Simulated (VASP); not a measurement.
# Sn (Cmce) in VASP: relaxation of cell and atoms with PBE

Aim: the relaxation of cell and atoms of Sn with PBE.

All numbers are computed with VASP 6.6.1; they aren't measurements. Logs are shortened: lines on timing, memory, paths and dates and some standing lists are left out, and cuts for length are marked.

### 1 The cell of the first run

Symmetry: Cmce, No. 64, orthorhombic system. Conventional cell: a = 6.938 Å, b = 4.585 Å, c = 9.352 Å, α = 90.00°, β = 90.00°, γ = 90.00°. Sn (site symmetry m) has 3 Sn at 2.58 to 3.38 Å within 3.4 Å.

### 2 Relaxation of cell and atoms, PBE

Input file INCAR:

```
SYSTEM = Sn
ALGO = Normal ; EDIFF = 1E-6
EDIFFG = -0.04 ; ENCUT = 600
GGA = PE ; IBRION = 2
ISIF = 3 ; ISMEAR = 0
LASPH = .True. ; LCHARG = .False.
LREAL = .False. ; LWAVE = .False.
NELM = 100 ; NSW = 90
PREC = Accurate ; SIGMA = 0.1
```

Input file KPOINTS:

```
k-points
0
Gamma
  4 4 2
  0 0 0
```

Input file POSCAR:

```
Sn
1.0
    3.4688966421     -2.2926753134      0.0000000000
    3.4688966421      2.2926753134      0.0000000000
    0.0000000000      0.0000000000      9.3523939792
Sn
4
Direct
    0.8500000000      0.1500000000      0.1170000000
    0.6500000000      0.3500000000      0.6170000000
    0.1500000000      0.8500000000      0.8830000000
    0.3500000000      0.6500000000      0.3830000000
```

Potentials or basis: VASP PAW PBE potentials, release 64 (Sn_d).

Run with:

```
> cat potpaw_PBE.64/Sn_d/POTCAR > POTCAR
> mpirun -np 1 vasp_std > vasp.out
```

OUTCAR:

```text
SYSTEM = Sn
   EDIFF = 1E-6
   EDIFFG = -0.04
   ENCUT = 600
   GGA = PE
   IBRION = 2
   ISIF = 3
   ISMEAR = 0
   LASPH = .True.
   LREAL = .False.
   NELM = 100
   NSW = 90
   PREC = Accurate

 ion  position               nearest neighbor table
   1  0.850  0.150  0.117-   3 2.58   4 3.38   4 3.38
   2  0.650  0.350  0.617-   4 2.58   3 3.38   3 3.38
   3  0.150  0.850  0.883-   1 2.58   2 3.38   2 3.38
   4  0.350  0.650  0.383-   2 2.58   1 3.38   1 3.38

  LATTYP: Found a base centered orthorhombic cell.
 ALAT       =     4.5853506268
 B/A-ratio  =     1.5130344109
 C/A-ratio  =     2.0396246090

  Lattice vectors:

 A1 = (  -3.4688966421,  -2.2926753134,   0.0000000000)
 A2 = (   3.4688966421,  -2.2926753134,   0.0000000000)
 A3 = (   0.0000000000,   0.0000000000,   9.3523939792)

Analysis of symmetry for initial positions (statically):
=====================================================================
 Subroutine PRICEL returns:
 Original cell was already a primitive cell.

 Routine SETGRP: Setting up the symmetry group for a
 base centered orthorhombic supercell.

 Subroutine GETGRP returns: Found  8 space group operations
 (whereof  4 operations were pure point group operations)
 out of a pool of  8 trial point group operations.

The static configuration has the point symmetry C_2h.
 The point group associated with its full space group is D_2h.

Analysis of symmetry for dynamics (positions and initial velocities):
=====================================================================
 Subroutine PRICEL returns:
 Original cell was already a primitive cell.

 Routine SETGRP: Setting up the symmetry group for a
 base centered orthorhombic supercell.

 Subroutine GETGRP returns: Found  8 space group operations
 (whereof  4 operations were pure point group operations)
 out of a pool of  8 trial point group operations.

The dynamic configuration has the point symmetry C_2h.
 The point group associated with its full space group is D_2h.

 Subroutine INISYM returns: Found  8 space group operations
 (whereof  4 operations are pure point group operations),
 and found     1 'primitive' translations

----------------------------------------------------------------------------------------

                                     Primitive cell

  volume of cell :     148.7602

  direct lattice vectors                    reciprocal lattice vectors
     3.468896642 -2.292675313  0.000000000     0.144138051 -0.218085831  0.000000000
     3.468896642  2.292675313  0.000000000     0.144138051  0.218085831  0.000000000
     0.000000000  0.000000000  9.352393979     0.000000000  0.000000000  0.106924495

[... 75 lines left out ...]
   NELM   =    100;   NELMIN=  2; NELMDL= -5     # of ELM steps
   EDIFF  = 0.1E-05   stopping-criterion for ELM
   LREAL  =      F    real-space projection
   EDIFFG = -.4E-01   stopping-criterion for IOM
   NSW    =     90    number of steps for IOM
   IBRION =      2    ionic relax: 0-MD 1-quasi-New 2-CG
   NFREE  =      1    steps in history (QN), initial steepest desc. (CG)
   ISIF   =      3    stress and relaxation
   ISYM   =      2    0-nonsym 1-usesym 2-fastsym
   POTIM  = 0.5000    time-step for ionic-motion
   TEBEG  =    0.0;   TEEND  =   0.0 temperature during run
   PSTRESS=    0.0 pullay stress
   NELECT =      56.0000    total number of electrons
   NUPDOWN=      -1.0000    fix difference up-down
   EMIN   =  10.00;   EMAX   =-10.00  energy-range for DOS
   EFERMI =   0.00;   METHOD = LEGACY
   ISMEAR =     0;   SIGMA  =   0.10  broadening in eV -4-tet -1-fermi 0-gaus
   EFERMI_NEDOS =   21; number of points for ismear=-14 and -15
   IALGO  =     38    algorithm
   IMIX   =      4    mixing-type and parameters
     AMIX     =   0.40;   BMIX     =  1.00
     AMIX_MAG =   1.60;   BMIX_MAG =  1.00
  volume/ion in A,a.u.               =      37.19       250.97
  Fermi-wavevector in a.u.,A,eV,Ry     =   1.182067  2.233782 19.011168  1.397281
  Thomas-Fermi vector in A             =   2.318328
   LORBIT       =      0    0 simple, 1 ext, 2 COOP (PROOUT), +10 PAW based schemes
   GGA     = PE    functional components
   LHFCALC =     F    Hartree Fock is set to
   AEXX    =    0.0000 exact exchange contribution
   IVDW    =     0    specifies the selected vdW correction
   LEPSILON=     F    determine dielectric tensor
   LRPA    =     F    only Hartree local field effects (RPA)
 conjugate gradient relaxation of ions
 non-spin polarized calculation
 Gauss-broadening in eV      SIGMA  =   0.10
  energy-cutoff  :      600.00
  volume of cell :      148.76
 maximum number of plane-waves:      4996
 NGX is ok and might be reduce to    36
   NGX = 17   NGY = 17   NGZ = 37

--------------------------------------- Ionic step        1  -------------------------------------------

 number of electron      56.0000000 magnetization

 Free energy of the ion-electron system (eV)
  ---------------------------------------------------
  ext. energy  EPLUGINS =         0.00000000
  ---------------------------------------------------
  free energy    TOTEN  =       -12.75549581 eV

  energy without entropy =      -12.74468633  energy(sigma->0) =      -12.75009107

 E-fermi :   4.8244     XC(G=0):  -8.8498

 val. band max:        4.6945586946   @ k =   0.5000   0.2500   0.5000
 cond. band min:       4.8519831177   @ k =   0.5000   0.0000   0.0000
 fundamental gap:      0.1574244232
 Fermi energy:         4.8244489080

 k-point     1 :       0.0000    0.0000    0.0000
  band No.  band energies     occupation
      1     -17.1655      2.00000
      2     -17.1199      2.00000
      3     -16.9105      2.00000
      4     -16.8941      2.00000
      5     -16.8922      2.00000
      6     -16.8580      2.00000
[... 600 lines left out ...]
  FREE ENERGIE OF THE ION-ELECTRON SYSTEM (eV)
  ---------------------------------------------------
  free  energy   TOTEN  =       -13.9809900854 eV

  energy  without entropy=      -13.9557741218  energy(sigma->0) =      -13.96838210

[... ionic steps 4 to 18 ...]

--------------------------------------- Ionic step       19  -------------------------------------------

 number of electron      56.0000011 magnetization

------------------------ aborting loop because EDIFF is reached ----------------------------------------
[... 71 lines left out ...]
--------------------------------------- Ionic step       21  -------------------------------------------

 number of electron      56.0000009 magnetization

 Free energy of the ion-electron system (eV)
  ---------------------------------------------------
  ext. energy  EPLUGINS =         0.00000000
  ---------------------------------------------------
  free energy    TOTEN  =       -15.05698048 eV

  energy without entropy =      -15.05136271  energy(sigma->0) =      -15.05417160

 E-fermi :   7.0339     XC(G=0):  -9.8409

 val. band max:        6.9862206946   @ k =   0.2500   0.0000   0.0000
 cond. band min:       7.3493253110   @ k =   0.5000   0.5000   0.5000
 fundamental gap:      0.3631046164
 Fermi energy:         7.0339138270

 k-point     1 :       0.0000    0.0000    0.0000
  band No.  band energies     occupation
      1     -14.6035      2.00000
      2     -14.5994      2.00000
      3     -14.5587      2.00000
      4     -14.5569      2.00000
      5     -14.5220      2.00000
      6     -14.5178      2.00000
[... 524 lines left out ...]
  FREE ENERGIE OF THE ION-ELECTRON SYSTEM (eV)
  ---------------------------------------------------
  free  energy   TOTEN  =       -15.0569804843 eV

  energy  without entropy=      -15.0513627112  energy(sigma->0) =      -15.05417160

 reached required accuracy - stopping structural energy minimisation
```

Run time: 16 min. Hardware: 1 thread of Intel Xeon Platinum 8488C (Sapphire Rapids), shared host; peak memory 0.35 GiB.

Results:

- Free energy: -15.0570 eV
- Relaxed volume: 29.88 Å³/atom
- Relaxed cell: a = 3.346 Å, b = 3.346 Å, c = 10.676 Å, α = 90.00°, β = 90.00°, γ = 89.90°
- Space group after relaxing (to 0.1 Å): Cmce (No. 64)
- Energy gained by relaxing: 575.4 meV/atom
- Ionic steps: 21
- Pressure after relaxing: 0.0 GPa
- Largest force after relaxing: 0.007 eV/Å
- Band gap on the k mesh: zero (bands 28 and 29 overlap by 3.34 eV)

Forces in eV/Å, atoms in the order of the input:
```
Sn   0.000  0.006  0.004
Sn   0.000 -0.006  0.004
Sn   0.000 -0.006 -0.004
Sn   0.000  0.006 -0.004
```

The path:
| step | energy change (eV) | largest force (eV/Å) | pressure (GPa) | volume (Å³) |
| --- | --- | --- | --- | --- |
| 1 | 0.0000 | 2.7468 | -0.73 | 148.76 |
| 2 | -1.0860 | 0.5885 | -4.37 | 144.55 |
| 3 | -1.2255 | 0.5029 | -4.56 | 143.18 |
| 4 | -1.5197 | 0.2852 | -5.05 | 140.20 |
| 5 | -1.8517 | 0.2009 | -3.04 | 133.27 |
| 6 | -0.6958 | 2.7893 | 16.01 | 115.63 |
| 7 | -1.9302 | 0.1207 | -1.56 | 131.36 |
| 8 | -1.9480 | 0.2333 | -0.74 | 130.24 |
| 9 | -1.9523 | 0.2863 | -0.38 | 129.75 |
| 10 | -2.1319 | 0.1872 | -0.17 | 127.22 |
| 11 | -2.2562 | 0.1939 | 0.27 | 123.70 |
| 12 | -2.2562 | 0.1955 | 0.44 | 123.53 |
| 13 | -2.2670 | 0.0284 | -1.08 | 125.92 |
| 14 | -2.2692 | 0.0821 | -0.69 | 125.19 |
| 15 | -2.2877 | 0.1001 | -0.47 | 123.13 |
| 16 | -2.2936 | 0.1090 | -0.25 | 121.48 |
| 17 | -2.2937 | 0.1101 | -0.21 | 121.15 |
| 18 | -2.3006 | 0.0461 | 0.16 | 119.24 |
| 19 | -2.3006 | 0.0415 | 0.20 | 119.09 |
| 20 | -2.3010 | 0.0386 | -0.21 | 119.86 |
| 21 | -2.3015 | 0.0074 | -0.03 | 119.54 |

Final structure:
```
Sn
1.0
     2.36803   -2.36407    0.00000
     2.36803    2.36407    0.00000
     0.00000    0.00000   10.67645
Sn
4
Direct
  0.79552 0.20448 0.14886
  0.70448 0.29552 0.64886
  0.20448 0.79552 0.85114
  0.29552 0.70448 0.35114
```

Levels at points of the mesh, in eV from the Fermi level:
```csv
k point,band 26,band 27,band 28,band 29,band 30,band 31
"(0.00, 0.00, 0.00)",1.03,2.60,2.65,2.85,3.12,3.13
"(0.50, 0.00, 0.00)",-3.83,-1.76,-1.76,0.47,0.47,4.52
"(0.50, 0.50, 0.00)",-3.17,-2.67,-2.64,-0.40,-0.36,0.35
"(0.00, 0.00, 0.50)",-1.50,2.84,2.84,2.86,2.86,5.07
"(0.50, 0.00, 0.50)",-3.11,-2.92,-2.92,2.27,2.27,2.53
"(0.50, 0.50, 0.50)",-2.99,-2.96,-2.96,0.32,0.32,0.43
```

Caveat: the k points lie up to 0.47 Å⁻¹ apart in the final cell, too coarse for converged energies and pressures of a metal; the volume moved by over 15 % at a fixed basis, so the end points are rough; spin-orbit coupling is left out, which moves the levels of the heavy elements.
